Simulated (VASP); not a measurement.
# SrNi3 (Pm-3m) in VASP: settings compared

Aim: see how the results for SrNi3 move with the level of theory and the settings. Levels: PBEsol, LDA. Tasks: single point.

All numbers are computed with VASP 6.6.1; they aren't measurements. Logs are shortened: lines on timing, memory, paths and dates and some standing lists are left out, and cuts for length are marked.

## Step 1: The cell of the first run

It takes space group Pm-3m (No. 221, cubic). Conventional cell: a = 3.995 Å, b = 3.995 Å, c = 3.995 Å, α = 90.00°, β = 90.00°, γ = 90.00°. Sr (site symmetry m-3m) has 12 Ni at 2.82 Å within 3.7 Å. Ni (site symmetry 4/mmm) has 4 Sr at 2.82 Å and 8 Ni at 2.82 Å within 3.7 Å.

## Step 2: Single point, PBEsol, collinear spin, ferromagnetic start

INCAR

```
SYSTEM = SrNi3
  PREC = Accurate
  ENCUT = 520
  EDIFF = 1E-7
  ISMEAR = 0
  SIGMA = 0.05
  LREAL = .FALSE.
  LASPH = .TRUE.
  NELM = 150
  ALGO = Fast
  ISIF = 2
  LWAVE = .FALSE.
  LCHARG = .FALSE.
  ISPIN = 2
  MAGMOM = 0 0.44 0.44 0.44
  LORBIT = 11
  LMAXMIX = 4
  GGA = PS
  NBANDS = 32
```

KPOINTS

```
Automatic mesh
0
G
  8 8 8
  0 0 0
```

POSCAR

```
SrNi3
1.0
    3.9946464758      0.0000000000      0.0000000000
    0.0000000000      3.9946464758      0.0000000000
    0.0000000000      0.0000000000      3.9946464758
Sr Ni
1 3
Direct
    0.0000000000      0.0000000000      0.0000000000
    0.0000000000      0.5000000000      0.5000000000
    0.5000000000      0.5000000000      0.0000000000
    0.5000000000      0.0000000000      0.5000000000
```

Potentials or basis: VASP PAW PBE potentials, release 64 (Sr_sv, Ni).

Launch:

```sh
$ cat potpaw_PBE.64/Sr_sv/POTCAR potpaw_PBE.64/Ni/POTCAR > POTCAR
$ mpirun -np 1 vasp_std > vasp.out
```

OUTCAR:

```text
SYSTEM = SrNi3
   PREC = Accurate
   ENCUT = 520
   EDIFF = 1E-7
   ISMEAR = 0
   LREAL = .FALSE.
   LASPH = .TRUE.
   NELM = 150
   ISIF = 2
   ISPIN = 2
   LORBIT = 11
   GGA = PS

 ion  position               nearest neighbor table
   1  0.000  0.000  0.000-   2 2.82   3 2.82   4 2.82   2 2.82   4 2.82   2 2.82   3 2.82   2 2.82
                             3 2.82   4 2.82   4 2.82   3 2.82
   2  0.000  0.500  0.500-   1 2.82   3 2.82   4 2.82   1 2.82   3 2.82   1 2.82   4 2.82   1 2.82
                             3 2.82   4 2.82   3 2.82   4 2.82
   3  0.500  0.500  0.000-   1 2.82   2 2.82   4 2.82   2 2.82   4 2.82   1 2.82   4 2.82   4 2.82
                             1 2.82   2 2.82   2 2.82   1 2.82
   4  0.500  0.000  0.500-   1 2.82   2 2.82   3 2.82   1 2.82   3 2.82   2 2.82   3 2.82   3 2.82
                             1 2.82   2 2.82   1 2.82   2 2.82

  LATTYP: Found a simple cubic cell.
 ALAT       =     3.9946464758

  Lattice vectors:

 A1 = (   3.9946464758,   0.0000000000,   0.0000000000)
 A2 = (   0.0000000000,   3.9946464758,   0.0000000000)
 A3 = (   0.0000000000,   0.0000000000,   3.9946464758)

Analysis of symmetry for initial positions (statically):
=====================================================================
 Subroutine PRICEL returns:
 Original cell was already a primitive cell.

 Routine SETGRP: Setting up the symmetry group for a
 simple cubic supercell.

 Subroutine GETGRP returns: Found 48 space group operations
 (whereof 48 operations were pure point group operations)
 out of a pool of 48 trial point group operations.

The static configuration has the point symmetry O_h .

Analysis of symmetry for dynamics (positions and initial velocities):
=====================================================================
 Subroutine PRICEL returns:
 Original cell was already a primitive cell.

 Routine SETGRP: Setting up the symmetry group for a
 simple cubic supercell.

 Subroutine GETGRP returns: Found 48 space group operations
 (whereof 48 operations were pure point group operations)
 out of a pool of 48 trial point group operations.

The dynamic configuration has the point symmetry O_h .

Analysis of structural, dynamic, and magnetic symmetry:
=====================================================================
 Subroutine PRICEL returns:
 Original cell was already a primitive cell.

 Routine SETGRP: Setting up the symmetry group for a
 simple cubic supercell.

 Subroutine GETGRP returns: Found 48 space group operations
 (whereof 48 operations were pure point group operations)
 out of a pool of 48 trial point group operations.

The overall configuration has the point symmetry O_h .

 Subroutine INISYM returns: Found 48 space group operations
 (whereof 48 operations are pure point group operations),
 and found     1 'primitive' translations

----------------------------------------------------------------------------------------

                                     Primitive cell

  volume of cell :      63.7434

  direct lattice vectors                    reciprocal lattice vectors
     3.994646476  0.000000000  0.000000000     0.250335044  0.000000000  0.000000000
     0.000000000  3.994646476  0.000000000     0.000000000  0.250335044  0.000000000
     0.000000000  0.000000000  3.994646476     0.000000000  0.000000000  0.250335044

  length of vectors
     3.994646476  3.994646476  3.994646476     0.250335044  0.250335044  0.250335044

  position of ions in fractional coordinates (direct lattice)
     0.000000000  0.000000000  0.000000000
     0.000000000  0.500000000  0.500000000
     0.500000000  0.500000000  0.000000000
     0.500000000  0.000000000  0.500000000

  ion indices of the primitive-cell ions
   primitive index   ion index
                 1           1
                 2           2
                 3           3
                 4           4

----------------------------------------------------------------------------------------

 KPOINTS: Automatic mesh

Automatic generation of k-mesh.
 Grid dimensions read from file:
 generate k-points for:    8    8    8

 Generating k-lattice:

  Cartesian coordinates                     Fractional coordinates (reciprocal lattice)
     0.031291880  0.000000000  0.000000000     0.125000000  0.000000000  0.000000000
     0.000000000  0.031291880  0.000000000     0.000000000  0.125000000  0.000000000
     0.000000000  0.000000000  0.031291880     0.000000000  0.000000000  0.125000000

  Length of vectors
     0.031291880  0.031291880  0.031291880

  Shift w.r.t. Gamma in fractional coordinates (k-lattice)
     0.000000000  0.000000000  0.000000000

 Subroutine IBZKPT returns following result:
 ===========================================

 Found     35 irreducible k-points:

 Following reciprocal coordinates:
            Coordinates               Weight
  0.000000  0.000000  0.000000      1.000000
  0.125000  0.000000  0.000000      6.000000
  0.250000  0.000000  0.000000      6.000000
  0.375000  0.000000  0.000000      6.000000
  0.500000  0.000000  0.000000      3.000000
  0.125000  0.125000  0.000000     12.000000
[... 16 lines left out ...]
  0.375000  0.375000  0.125000     24.000000
  0.500000  0.375000  0.125000     24.000000
 [... further k-points ...]
   k-points           NKPTS =     35   k-points in BZ     NKDIM =     35   number of bands    NBANDS=     32
   number of dos      NEDOS =    301   number of ions     NIONS =      4
   total plane-waves  NPLWV =  27000
   dimension x,y,z NGX =    30 NGY =   30 NGZ =   30
   dimension x,y,z NGXF=    60 NGYF=   60 NGZF=   60
   ions per type =               1   3
   NGX,Y,Z   is equivalent  to a cutoff of  12.49, 12.49, 12.49 a.u.
   NGXF,Y,Z  is equivalent  to a cutoff of  24.97, 24.97, 24.97 a.u.
 SYSTEM =  SrNi3
   PREC   = accura    normal or accurate (medium, high low for compatibility)
   ISTART =      0    job   : 0-new  1-cont  2-samecut
   ICHARG =      2    charge: 1-file 2-atom 10-const
   ISPIN  =      2    spin polarized calculation?
   LNONCOLLINEAR =      F non collinear calculations
   LSORBIT =      F    spin-orbit coupling
   LASPH  =      T    aspherical Exc in radial PAW
   ENCUT  =  520.0 eV  38.22 Ry    6.18 a.u.   7.43  7.43  7.43*2*pi/ulx,y,z
   NELM   =    150;   NELMIN=  2; NELMDL= -5     # of ELM steps
   EDIFF  = 0.1E-06   stopping-criterion for ELM
   LREAL  =      F    real-space projection
   EDIFFG = 0.1E-05   stopping-criterion for IOM
   NSW    =      0    number of steps for IOM
   IBRION =     -1    ionic relax: 0-MD 1-quasi-New 2-CG
   NFREE  =      0    steps in history (QN), initial steepest desc. (CG)
   ISIF   =      2    stress and relaxation
   ISYM   =      2    0-nonsym 1-usesym 2-fastsym
   POTIM  = 0.5000    time-step for ionic-motion
   TEBEG  =    0.0;   TEEND  =   0.0 temperature during run
   PSTRESS=    0.0 pullay stress
   NELECT =      40.0000    total number of electrons
   NUPDOWN=      -1.0000    fix difference up-down
   EMIN   =  10.00;   EMAX   =-10.00  energy-range for DOS
   EFERMI =   0.00;   METHOD = LEGACY
   ISMEAR =     0;   SIGMA  =   0.05  broadening in eV -4-tet -1-fermi 0-gaus
   EFERMI_NEDOS =   21; number of points for ismear=-14 and -15
   IALGO  =     68    algorithm
   IMIX   =      4    mixing-type and parameters
     AMIX     =   0.40;   BMIX     =  1.00
     AMIX_MAG =   1.60;   BMIX_MAG =  1.00
  volume/ion in A,a.u.               =      15.94       107.54
  Fermi-wavevector in a.u.,A,eV,Ry     =   1.401575  2.648594 26.727471  1.964414
  Thomas-Fermi vector in A             =   2.524423
   LORBIT       =     11    0 simple, 1 ext, 2 COOP (PROOUT), +10 PAW based schemes
   GGA     = PS    functional components
   LHFCALC =     F    Hartree Fock is set to
   AEXX    =    0.0000 exact exchange contribution
   IVDW    =     0    specifies the selected vdW correction
   LEPSILON=     F    determine dielectric tensor
   LRPA    =     F    only Hartree local field effects (RPA)
 spin polarized calculation
 RMM-DIIS sequential band-by-band and
 Gauss-broadening in eV      SIGMA  =   0.05
  energy-cutoff  :      520.00
  volume of cell :       63.74
 maximum number of plane-waves:      1747
 NGX is ok and might be reduce to    30
   NGX = 15   NGY = 15   NGZ = 15

 number of electron      39.9999912 magnetization       1.0773588

 Free energy of the ion-electron system (eV)
  ---------------------------------------------------
  ext. energy  EPLUGINS =         0.00000000
  ---------------------------------------------------
  free energy    TOTEN  =       -18.26410499 eV

  energy without entropy =      -18.25847765  energy(sigma->0) =      -18.26129132

 E-fermi :   5.4695     XC(G=0): -11.6179

 val. band max:        5.4686662903   @ k =   0.3750   0.2500   0.0000
 cond. band min:       5.4751604348   @ k =   0.5000   0.5000   0.3750
 fundamental gap:      0.0064941445
 Fermi energy:         5.4694903169

 spin component 1

 k-point     1 :       0.0000    0.0000    0.0000
  band No.  band energies     occupation
      1     -27.9689      1.00000
      2     -10.1655      1.00000
      3     -10.1655      1.00000
      4     -10.1655      1.00000
      5      -0.6166      1.00000
      6       2.4958      1.00000
[... 829 lines left out ...]
     31      16.3224      0.00000
     32      18.5405      0.00000

 [... further k-points ...]

 spin component 2

 k-point     1 :       0.0000    0.0000    0.0000
  band No.  band energies     occupation
      1     -27.9854      1.00000
      2     -10.1870      1.00000
      3     -10.1870      1.00000
      4     -10.1870      1.00000
      5      -0.6231      1.00000
      6       2.6807      1.00000
[... 829 lines left out ...]
     31      16.3408      0.00000
     32      18.5908      0.00000

 [... further k-points ...]
[... 5 lines left out ...]
  --------------------------------------------------------------------------------------
  -------------------------------------------------------------------------------------
  Total       -1.9447692     -1.9447692     -1.9447692     -0.0000000     -0.0000000      0.0000000
  in kB      -48.8813963    -48.8813963    -48.8813963     -0.0000000     -0.0000000      0.0000000
  external PRESSURE =     -48.8813963 kB  Pullay stress =       0.0000000 kB

 VOLUME and BASIS-vectors are now :
 -----------------------------------------------------------------------------
  energy-cutoff  :      520.00
  volume of cell :       63.74
      direct lattice vectors                 reciprocal lattice vectors
     3.994646476  0.000000000  0.000000000     0.250335044  0.000000000  0.000000000
     0.000000000  3.994646476  0.000000000     0.000000000  0.250335044  0.000000000
     0.000000000  0.000000000  3.994646476     0.000000000  0.000000000  0.250335044

 POSITION                                       TOTAL-FORCE (eV/Angst)
 -----------------------------------------------------------------------------------
      0.00000      0.00000      0.00000         0.000000      0.000000      0.000000
      0.00000      1.99732      1.99732         0.000000      0.000000      0.000000
      1.99732      1.99732      0.00000         0.000000      0.000000      0.000000
      1.99732      0.00000      1.99732         0.000000      0.000000      0.000000
 -----------------------------------------------------------------------------------
    total drift:                                0.000000      0.000000     -0.000000

  FREE ENERGIE OF THE ION-ELECTRON SYSTEM (eV)
  ---------------------------------------------------
  free  energy   TOTEN  =       -18.2641049938 eV

  energy  without entropy=      -18.2584776453  energy(sigma->0) =      -18.26129132

 total charge

# of ion       s       p       d       tot
------------------------------------------
    1        2.069   5.731   0.455   8.255
    2        0.451   0.250   8.382   9.083
    3        0.451   0.250   8.382   9.083
    4        0.451   0.250   8.382   9.083
--------------------------------------------------
tot          3.422   6.480  25.603  35.505

 magnetization (x)

# of ion       s       p       d       tot
------------------------------------------
    1        0.001  -0.008  -0.019  -0.026
    2       -0.005  -0.004   0.397   0.388
    3       -0.005  -0.004   0.397   0.388
    4       -0.005  -0.004   0.397   0.388
--------------------------------------------------
tot         -0.015  -0.021   1.173   1.138
```

Wall time 3.1 min (1 thread of Oxide Virtual Turin-like, shared host); peak memory 0.22 GiB.

What came out:

```yaml
Free_energy: -18.2641 eV
Pressure: -4.9 GPa
Net_moment: 1.08 μB per cell
Site_moments: Sr -0.03; Ni +0.39 μB
Valence_electrons_inside_the_program's_atomic_spheres: Sr 8.26; Ni 9.08
```

Levels at points of the mesh, in eV from the Fermi level:
Spin up:
| k point | band 18 | band 19 | band 20 | band 21 | band 22 | band 23 |
| --- | --- | --- | --- | --- | --- | --- |
| (0.00, 0.00, 0.00) | -0.28 | -0.28 | -0.28 | 3.18 | 3.18 | 3.44 |
| (0.50, 0.00, 0.00) | -0.82 | -0.82 | -0.47 | -0.28 | 2.73 | 2.73 |
| (0.50, 0.50, 0.00) | -0.88 | -0.83 | -0.74 | -0.20 | 1.22 | 1.22 |
| (0.50, 0.50, 0.50) | -0.36 | -0.36 | -0.05 | 1.72 | 1.72 | 1.72 |
Spin down:
| k point | band 15 | band 16 | band 17 | band 18 | band 19 | band 20 | band 21 | band 22 | band 23 | band 24 |
| --- | --- | --- | --- | --- | --- | --- | --- | --- | --- | --- |
| (0.00, 0.00, 0.00) | -0.22 | -0.22 | 0.06 | 0.28 | 0.28 | 0.28 | 3.35 | 3.35 | 3.43 | 3.43 |
| (0.50, 0.00, 0.00) | -0.65 | -0.56 | -0.52 | -0.47 | -0.47 | -0.15 | 0.28 | 2.80 | 2.80 | 3.18 |
| (0.50, 0.50, 0.00) | -0.92 | -0.69 | -0.59 | -0.59 | -0.46 | -0.29 | -0.18 | 1.51 | 1.51 | 4.02 |
| (0.50, 0.50, 0.50) | -0.61 | -0.61 | -0.06 | 0.13 | 0.13 | 0.13 | 2.05 | 2.05 | 2.05 | 2.52 |

Caveat: the PAW data sets were made with another functional, which shifts forces and pressure a little.

## Step 3: Single point, LDA, collinear spin, ferromagnetic start

INCAR

```
SYSTEM = SrNi3
PREC = Accurate
ENCUT = 520
EDIFF = 1E-7
ISMEAR = 0
SIGMA = 0.05
LREAL = .False.
LASPH = .True.
NELM = 150
ALGO = Fast
ISIF = 2
LWAVE = .False.
LCHARG = .True.
ISPIN = 2
MAGMOM = 0 0.44 0.44 0.44
LORBIT = 11
LMAXMIX = 4
LELF = .True.
LVHAR = .True.
NBANDS = 32
```

KPOINTS

```
Automatic mesh
0
Gamma
  8 8 8
  0 0 0
```

POSCAR is that of step 2.

Potentials or basis: VASP PAW LDA potentials, release 64 (Sr_sv, Ni).

Launch:

```sh
$ cat potpaw_LDA.64/Sr_sv/POTCAR potpaw_LDA.64/Ni/POTCAR > POTCAR
$ mpirun -np 1 vasp_std > vasp.out
```

Wall time 2.3 min (1 thread of Oxide Virtual Turin-like, shared host); peak memory 0.2 GiB.

It converged, with:

```
Free energy                                           : -19.6168 eV
Pressure                                              : -8.7 GPa
Net moment                                            : 1.06 μB per cell
Site moments                                          : Sr -0.02; Ni +0.37 μB
Valence electrons inside the program's atomic spheres : Sr 8.29; Ni 9.10
```

Levels at points of the mesh, in eV from the Fermi level:
Spin up:
```tsv
k point	band 18	band 19	band 20	band 21	band 22	band 23
(0.00, 0.00, 0.00)	-0.20	-0.20	-0.20	3.22	3.22	3.49
(0.50, 0.00, 0.00)	-0.76	-0.76	-0.43	-0.19	2.77	2.77
(0.50, 0.50, 0.00)	-0.83	-0.75	-0.70	-0.15	1.28	1.28
(0.50, 0.50, 0.50)	-0.29	-0.29	0.04	1.77	1.77	1.77
```
Spin down:
```
           k point  band 15  band 16  band 17  band 18  band 19  band 20  band 21  band 22  band 23  band 24
(0.00, 0.00, 0.00)    -0.18    -0.18     0.06     0.25     0.25     0.25     3.39     3.39     3.52     3.52
(0.50, 0.00, 0.00)    -0.62    -0.52    -0.51    -0.46    -0.46    -0.12     0.25     2.85     2.85     3.24
(0.50, 0.50, 0.00)    -0.89    -0.69    -0.55    -0.55    -0.44    -0.32    -0.09     1.53     1.53     4.06
(0.50, 0.50, 0.50)    -0.59    -0.59     0.07     0.11     0.11     0.11     2.05     2.05     2.05     2.63
```
